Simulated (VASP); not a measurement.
Runs of VASP 6.6.1 on MgBe2SeS2. The structure is that of space group P-4m2 (No. 115), or close to it. The cells are those of the table. 

| task | cell | k mesh | cutoff (eV) | smearing | gap on the mesh (eV) | pressure (GPa) | relaxed volume (Å³/atom) | largest force (eV/Å) |
| --- | --- | --- | --- | --- | --- | --- | --- | --- |
| single point | a = 3.463, b = 3.463, c = 10.747 Å, 6 atoms | 4 × 4 × 4 | 520 | gaussian 0.1 eV | 0.68 | 0.0 | - | 0.01 |
| relaxation of cell and atoms | relaxed from a = 3.456, b = 3.456, c = 10.800 Å, 6 atoms | 8 × 8 × 4 | 600 | gaussian 0.02 eV | 0.70 | 0.0 | (a) | - |
| single point | a = 4.103, b = 4.103, c = 6.847 Å, 6 atoms | 4 × 4 × 4 | 520 | gaussian 0.1 eV | none | 12.3 | - | 2.60 |
| relaxation of cell and atoms | relaxed from a = 3.463, b = 3.463, c = 10.747 Å, 6 atoms | 6 × 6 × 2 | 600 | gaussian 0.1 eV | 0.70 | 0.1 | (b) | 0.02 |
| single point | a = 3.456, b = 3.456, c = 10.800 Å, 6 atoms | 6 × 6 × 2 | 520 | gaussian 0.1 eV | 0.69 | 0.0 | - | 0.02 |
| single point | a = 3.454, b = 3.454, c = 11.338 Å, 6 atoms | 8 × 8 × 4 | 520 | gaussian 0.02 eV | 0.70 | 0.0 | - | 0.01 |
| relaxation of cell and atoms | relaxed from a = 4.103, b = 4.103, c = 6.847 Å, 6 atoms | 4 × 4 × 4 | 600 | gaussian 0.1 eV | none | 0.0 | 17.84 | 0.02 |

Alike in all rows: level PBE; potentials or basis VASP PAW PBE potentials, release 64 (Mg, Be, Se, S); no spin polarisation.

Problem. Estimate the missing entries.

Solution. (a) 22.61; (b) 21.40.

Caveats: some runs use coarse meshes; forces of over 1 eV/Å act on the atoms, so gaps and moduli don't describe the material at rest (some runs).

A k mesh can miss the band edges, and the runs leave out spin-orbit coupling on Se.

A gap of «none» marks levels without a gap at the run's occupations.
